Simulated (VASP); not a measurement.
# HfSi3 in VASP: a series of runs, part 2 of 2

VASP 6.6.1. Earlier steps stand in the parts before.

**4. Single point, PBE**

INCAR

```
SYSTEM = HfSi3
PREC     = Accurate       ! precision mode
ENCUT    = 400            ! plane-wave cutoff, eV
EDIFF    = 1E-6           ! SCF threshold, eV
ISMEAR   = -1             ! smearing method
SIGMA    = 0.0948         ! smearing width, eV
LREAL    = Auto         
LASPH    = .TRUE.         ! aspherical terms in the spheres
NELM     = 120            ! most SCF steps
ALGO     = Normal         ! electronic algorithm
ISIF     = 2              ! what is computed and relaxed
LWAVE    = .FALSE.        ! write WAVECAR
LCHARG   = .FALSE.        ! write CHGCAR
GGA      = PE             ! functional
NBANDS   = 71             ! bands
ISYM     = -1           
GGA_COMPAT= .FALSE.
```

KPOINTS

```
explicit points
1
Reciprocal
  0.25000000   0.25000000   0.25000000 1
```

POSCAR

```
HfSi3
1.0
    6.7792930000     -0.0738530000     -0.2467120000
   -0.0738530000      7.0813630000     -0.0543890000
   -0.2467120000     -0.0543890000      7.0472650000
Si Hf
15 5
Direct
    0.0463047033      0.0114465504      0.8734750988
    0.3724865640      0.3232926346      0.9287769749
    0.9470366010      0.7611937045      0.3161749783
    0.5740108198      0.0780520428      0.4242848154
    0.4454705801      0.6240614844      0.5754392687
    0.5773935908      0.3175196284      0.6792274028
    0.4183607857      0.9774881619      0.8855706760
    0.1371918639      0.4854982126      0.3554036412
    0.0752121262      0.7359000521      0.6317593566
    0.4463873031      0.7964474430      0.2900478532
    0.2841756016      0.0482267031      0.5722217815
    0.6065947353      0.6718966925      1.0144981052
    0.8941660374      0.4677172232      0.7451248340
    0.9269155108      0.3481850292      1.0927410300
    0.6871563959      0.8565436752      0.7054023487
    0.1930754260      0.6735879385      0.0110225455
    0.7333209444      1.0169724243      0.1166586172
    0.6329007136      0.4548769173      0.2918964310
    0.9258165843      0.1670831400      0.5404775535
    0.2476555627      0.1495048239      0.2090463488
```

Potentials or basis: VASP PAW PBE potentials, release 64 (Si, Hf_pv).

Launch:

```sh
$ cat potpaw_PBE.64/Si/POTCAR potpaw_PBE.64/Hf_pv/POTCAR > POTCAR
$ mpirun -np 1 vasp_std > vasp.out
```

OUTCAR:

```text
SYSTEM = HfSi3
   PREC = Accurate
   ENCUT = 400
   EDIFF = 1E-6
   ISMEAR = -1
   LREAL = Auto
   LASPH = .TRUE.
   NELM = 120
   ISIF = 2
   GGA = PE
   ISYM = -1

 ion  position               nearest neighbor table
   1  0.046  0.011  0.873-   7 2.54   9 2.59  19 2.69  11 2.77  16 2.77  20 2.80  17 2.82  15 2.83
                            14 2.98   2 3.09
   2  0.372  0.323  0.929-   6 2.32   7 2.49  20 2.53  16 2.86  12 2.94   1 3.09  18 3.12  17 3.51

   3  0.947  0.761  0.316-   9 2.34   8 2.37  17 2.69  16 2.88  18 3.00  12 3.08  19 3.27
   4  0.574  0.078  0.424-  11 2.30  10 2.32   6 2.45  17 2.53  19 2.53  15 2.63  20 2.66  18 2.87

   5  0.445  0.624  0.575-  10 2.37  15 2.42   6 2.47   8 2.67   9 2.70  18 2.72
   6  0.577  0.318  0.679-   2 2.32  13 2.39   4 2.45   5 2.47  11 2.78  19 2.84  18 2.96   7 3.05

   7  0.418  0.977  0.886-  11 2.39  15 2.46   2 2.49   1 2.54  17 2.60  12 2.67  16 2.80  20 2.89
                             6 3.05  10 3.14
   8  0.137  0.485  0.355-   3 2.37  14 2.43   5 2.67   9 2.68  20 2.72  16 2.83  19 3.01  10 3.07
                            18 3.42  18 3.44
[... 172 lines left out ...]
      1     -23.1160      2.00000
      2     -23.0772      2.00000
      3     -23.0259      2.00000
      4     -22.9774      2.00000
      5     -22.9568      2.00000
      6     -22.8954      2.00000
[... 59 lines left out ...]
     66       9.7584      0.00000
     67       9.9012      0.00000
 [bands above 67 left out]

------------------------ aborting loop because EDIFF is reached ----------------------------------------

  FORCE on cell =-STRESS in cart. coord.  units (eV):
  Direction    XX          YY          ZZ          XY          YZ          ZX
  --------------------------------------------------------------------------------------
  -------------------------------------------------------------------------------------
  Total       11.2486291     -1.7829798     14.1653371      7.5575342      2.0803298      3.4644506
  in kB       53.3481919     -8.4560301     67.1810857     35.8426593      9.8662539     16.4306397
  external PRESSURE =      37.3577491 kB  Pullay stress =       0.0000000 kB

 VOLUME and BASIS-vectors are now :
 -----------------------------------------------------------------------------
  energy-cutoff  :      400.00
  volume of cell :      337.82
      direct lattice vectors                 reciprocal lattice vectors
     6.779293000 -0.073853000 -0.246712000     0.147713857  0.001580350  0.005183392
    -0.073853000  7.081363000 -0.054389000     0.001580350  0.141241031  0.001145388
    -0.246712000 -0.054389000  7.047265000     0.005183392  0.001145388  0.142089321

 POSITION                                       TOTAL-FORCE (eV/Angst)
 -----------------------------------------------------------------------------------
      0.09757      0.03013      6.14356        -0.649429      0.102861     -0.073551
      2.27218      2.21133      6.43586         0.326827      1.468511     -0.332667
      6.28602      5.30315      1.95312        -0.083601      0.258600     -0.596873
      3.78095      0.48725      2.84419        -0.032881      1.084911      0.235312
      2.83192      4.35501      3.91143        -0.789297     -0.068064      0.851626
      3.72330      2.16889      4.62698         0.910744      0.673019     -0.571835
[... 12 lines left out ...]
      6.13070      1.08541      3.57139         0.049587      0.025194     -0.618967
      1.61631      1.02904      1.40397        -0.082218     -1.964635     -0.332118
 -----------------------------------------------------------------------------------
    total drift:                               -0.002850     -0.003643     -0.003359

  FREE ENERGIE OF THE ION-ELECTRON SYSTEM (eV)
  ---------------------------------------------------
  free  energy   TOTEN  =      -129.8263161931 eV

  energy  without entropy=     -129.5420111952  energy(sigma->0) =     -129.68416369
```

OSZICAR:

```text
N       E                     dE             d eps       ncg     rms          rms(c)
DAV:   1     0.380980626267E+03    0.38098E+03   -0.43964E+04   158   0.113E+03
DAV:   2    -0.102983419291E+03   -0.48396E+03   -0.46336E+03   173   0.266E+02
DAV:   3    -0.133924843797E+03   -0.30941E+02   -0.29770E+02   180   0.503E+01
DAV:   4    -0.134704620300E+03   -0.77978E+00   -0.77168E+00   180   0.881E+00
DAV:   5    -0.134719396521E+03   -0.14776E-01   -0.14741E-01   172   0.119E+00    0.970E+01
DAV:   6    -0.130262474118E+03    0.44569E+01   -0.13069E+01   164   0.942E+00    0.603E+01
DAV:   7    -0.129998180041E+03    0.26429E+00   -0.55180E+00   180   0.700E+00    0.803E+00
DAV:   8    -0.129861434179E+03    0.13675E+00   -0.12586E+00   172   0.381E+00    0.369E+00
DAV:   9    -0.129828298156E+03    0.33136E-01   -0.25512E-01   172   0.157E+00    0.135E+00
DAV:  10    -0.129826734543E+03    0.15636E-02   -0.34058E-02   164   0.575E-01    0.575E-01
DAV:  11    -0.129826347277E+03    0.38727E-03   -0.36582E-03   172   0.196E-01    0.245E-01
DAV:  12    -0.129826331229E+03    0.16048E-04   -0.58647E-04   172   0.781E-02    0.100E-01
DAV:  13    -0.129826320656E+03    0.10573E-04   -0.88788E-05   172   0.308E-02    0.325E-02
DAV:  14    -0.129826316931E+03    0.37250E-05   -0.20828E-05   172   0.148E-02    0.168E-02
DAV:  15    -0.129826316193E+03    0.73794E-06   -0.48577E-06   156   0.704E-03
   1 F= -.12982632E+03 E0= -.12968416E+03  d E =-.284305E+00
```

Run time: 28 s. Hardware: 1 thread of Intel Xeon 6975P-C (Granite Rapids), shared host; peak memory 0.31 GiB.

What came out:

- Free energy: -129.8263 eV
- Pressure: 3.7 GPa
- Largest force: 2.258 eV/Å

Forces on the atoms (eV/Å):
```
Si  -0.649  0.103 -0.074
Si   0.327  1.469 -0.333
Si  -0.084  0.259 -0.597
Si  -0.033  1.085  0.235
Si  -0.789 -0.068  0.852
Si   0.911  0.673 -0.572
Si  -1.083 -0.723 -0.401
Si  -0.590 -0.448  0.584
Si   0.655  0.424  0.726
Si  -0.257  0.382 -0.529
Si  -0.371 -0.917  1.060
Si  -0.086 -0.650 -1.465
Si   0.166  0.635  1.065
Si   0.180  0.755 -0.579
Si   1.256  0.592  0.591
Hf  -1.045 -0.997 -0.300
Hf   2.202 -0.013 -0.501
Hf  -0.675 -0.620  1.188
Hf   0.050  0.025 -0.619
Hf  -0.082 -1.965 -0.332
```

Stress tensor (GPa, compression positive):
```
 5.33  3.58  1.64
 3.58 -0.85  0.99
 1.64  0.99  6.72
```

Caveat: the atoms stand as in a frame of molecular dynamics.

**5. Summary**

| cell | pressure (GPa) | largest force (eV/Å) |
| --- | --- | --- |
| as given, atomic positions A | 4.8 | 2.60 |
| as given, atomic positions B | 5.6 | 3.93 |
| as given, atomic positions C | 3.7 | 2.26 |

Alike in all rows: task single point; level PBE; potentials or basis VASP PAW PBE potentials, release 64 (Si, Hf_pv); no spin polarisation; k mesh 1 × 1 × 1, shifted; cutoff (eV) 400; smearing fermi-dirac 0.0948 eV.

Caveats: the atoms stand as in a frame of molecular dynamics.

Total energies depend on the potentials used, so only differences within one code and one set of settings carry meaning.
